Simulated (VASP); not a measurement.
Input of a VASP 6.6.1 run:

INCAR

```
PREC = Accurate ; ENCUT = 520
EDIFF = 1E-6 ; ISMEAR = 0
SIGMA = 0.05 ; LREAL = False
LASPH = True ; NELM = 60
ALGO = Normal ; ISIF = 2
LWAVE = False ; LCHARG = False
GGA = CA ; NBANDS = 18
```

Contents of KPOINTS:

```
regular mesh
0
Gamma
  8 8 8
```

File POSCAR:

```
HfO2
1.0
    0.0000000000      2.1738750000      2.5575000000
    2.5575000000      0.0000000000      2.5575000000
    2.5575000000      2.1738750000      0.0000000000
Hf O
1 2
Direct
    0.0000000000      0.0000000000      0.0000000000
    0.2500000000      0.2500000000      0.2500000000
    0.7500000000      0.7500000000      0.7500000000
```

Potentials or basis: VASP PAW LDA potentials, release 64 (Hf_pv, O).

Run with:

```console
$ cat potpaw_LDA.64/Hf_pv/POTCAR potpaw_LDA.64/O/POTCAR > POTCAR
$ mpirun -np 1 vasp_std > vasp.out
```

**Question.** Estimate the band gap on the k mesh.

**Answer.** 1.09 eV, indirect (least direct gap 1.53 eV).

**Question.** What does it give for the pressure?

**Answer.** 30.8 GPa.

Stress tensor (GPa, compression positive):
```
-0.81  0.00  0.00
 0.00 93.94  0.00
 0.00  0.00 -0.81
```

Caveat: the cell differs from its parent crystal (strain -0.1500 x Voigt [0, 1, 0, 0, 0, 0]); spin-orbit coupling is left out, which moves the levels of the heavy elements. A k mesh can miss the band edges.
